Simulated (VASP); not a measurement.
Wanted: the native input for a VASP 6.6.1 run.

| Property | Result |
| --- | --- |
| Task | single point |
| Functional | PBE |
| Potentials or basis | VASP PAW PBE potentials, release 64 (Cs_sv, Ir) |
| Cutoff | 520 eV |
| k mesh | 4 × 4 × 4 |
| Occupations | gaussian, width 0.1 eV |
| Spin | no spin polarisation |
| Dipole correction | no |
| Further INCAR settings | ALGO = Fast; EDIFF = 1e-06; NBANDS = 36 |

The structure of CsIr2 lies in POSCAR:

```
CsIr2
1.0
    0.0000000000      4.0076587548      4.0076587548
    4.0076587548      0.0000000000      4.0076587548
    4.0076587548      4.0076587548      0.0000000000
Cs Ir
2 4
Direct
    0.0000000000      0.0000000000      0.0000000000
    0.2500000000      0.2500000000      0.2500000000
    0.6250000000      0.6250000000      0.6250000000
    0.1250000000      0.6250000000      0.6250000000
    0.6250000000      0.6250000000      0.1250000000
    0.6250000000      0.1250000000      0.6250000000
```

These files were run (other wordings do the same):

INCAR

```
SYSTEM = CsIr2
  PREC = Accurate
  ENCUT = 520
  EDIFF = 1E-6
  ISMEAR = 0
  SIGMA = 0.1
  LREAL = .FALSE.
  LASPH = .TRUE.
  NELM = 80
  ALGO = Fast
  ISIF = 2
  LWAVE = .FALSE.
  LCHARG = .TRUE.
  GGA = PE
  LELF = .TRUE.
  LVHAR = .TRUE.
  NBANDS = 36
```

KPOINTS

```
regular mesh
0
G
  4 4 4
  0 0 0
```

Potentials or basis: VASP PAW PBE potentials, release 64 (Cs_sv, Ir).

Launch:

```console
$ cat potpaw_PBE.64/Cs_sv/POTCAR potpaw_PBE.64/Ir/POTCAR > POTCAR
$ mpirun -np 1 vasp_std > vasp.out
```

It gave:

| Quantity | Value |
| --- | --- |
| Pressure | 0.6 GPa |
| Band gap on the k mesh | zero (bands 27 and 28 overlap by 1.46 eV) |

Caveat: spin-orbit coupling is left out, which moves the levels of the heavy elements.

It took 67 s on 1 thread of Oxide Virtual Turin-like Processor (shared host), peak memory 0.23 GiB.
